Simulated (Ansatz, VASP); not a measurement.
# TaAs in VASP and in Ansatz

INCAR

```
SYSTEM = TaAs
  ALGO = Normal
  EDIFF = 1E-7
  ENCUT = 520
  GGA = PS
  ISIF = 2
  ISMEAR = -1
  LASPH = .TRUE.
  LCHARG = .FALSE.
  LREAL = .FALSE.
  LWAVE = .FALSE.
  NBANDS = 24
  NELM = 60
  PREC = Accurate
  SIGMA = 0.05
```

Contents of KPOINTS:

```
k-points
0
G
  11 11 11
  0 0 0
```

File POSCAR:

```
TaAs
1.0
   -1.7218133622      1.7218133622      5.8679415361
    1.7218133622     -1.7218133622      5.8679415361
    1.7218133622      1.7218133622     -5.8679415361
Ta As
2 2
Direct
    0.4999673000      0.4999673000      0.0000000000
    0.2499673000      0.7499673000      0.5000000000
    0.0826321200      0.0826321200      0.0000000000
    0.8326321200      0.3326321200      0.5000000000
```

Contents of input.yaml:

```yaml
crystal:
  lattice:
    - [-1.7218133622, 1.7218133622, 5.8679415361]
    - [1.7218133622, -1.7218133622, 5.8679415361]
    - [1.7218133622, 1.7218133622, -5.8679415361]
  atoms:
    - { symbol: Ta, position: [0.4999673, 0.4999673, 0.0] }
    - { symbol: Ta, position: [0.2499673, 0.7499673, 0.5] }
    - { symbol: As, position: [0.08263212, 0.08263212, 0.0] }
    - { symbol: As, position: [0.83263212, 0.33263212, 0.5] }
hamiltonian:
  xc: pbesol
  pseudopotentials: { kind: paw }
kpoints:
  mp_grid: { grid: [11, 11, 11] }
  band_path:
    path:
      - [[0.0, 0.0, 0.0], [-0.5, 0.5, 0.0], [-0.5, 0.5, -0.0430497462], [-0.2715248731, 0.2715248731, -0.2715248731], [0.0, 0.0, 0.0], [0.5, 0.5, -0.5], [0.2715248731, 0.7284751269, -0.7284751269], [0.0, 0.5, -0.5], [-0.25, 0.75, -0.25], [0.0430497462, 0.9569502538, -0.5], [0.5, 0.5, -0.5]]
      - [[-0.5, 0.5, 0.0], [-0.25, 0.75, -0.25]]
    npoints: 14
scf:
  occupations: { method: fermi_dirac, width: 0.05 }
  n_extra_bands: 10
output:
  forces: true
  stress: true
  eigenvalues: true
  fatbands: true
  write_density: true
  write_potential: true
  elf: true
  volumetric_format: npy
```

Alike in both runs: functional PBEsol; k mesh 11 × 11 × 11; occupations fermi-dirac, width 0.05 eV; no spin polarisation.

|  | VASP | Ansatz |
| --- | --- | --- |
| version | VASP 6.6.1 | Ansatz 0.2.0 |
| potentials or method | VASP PAW PBE potentials, release 64 (Ta_pv, As) | Ansatz PAW |
| plane-wave cutoff (eV) | 520 | 420 |
| valence electrons in the cell | 32 | 56 |
| task | single point | band structure |

```csv
,VASP,Ansatz,Ansatz less VASP
pressure (GPa),-3.2,-3.8,-0.60
"traceless stress, the component that is largest in VASP (GPa)",-0.48,-0.39,+0.090
rms of the force components (eV/Å),0.014,0.013,-0.0013
```

VASP's potentials were made for PBE, not for PBEsol. Atom by atom the forces differ by 0.001 eV/Å (rms over components). The functional is the same, so the differences come from potentials, cutoffs and numerics. VASP's potentials hold 32 valence electrons a cell and Ansatz's 56, so a difference there can come from the potentials and not from the codes.

Neither program's run includes spin-orbit coupling.
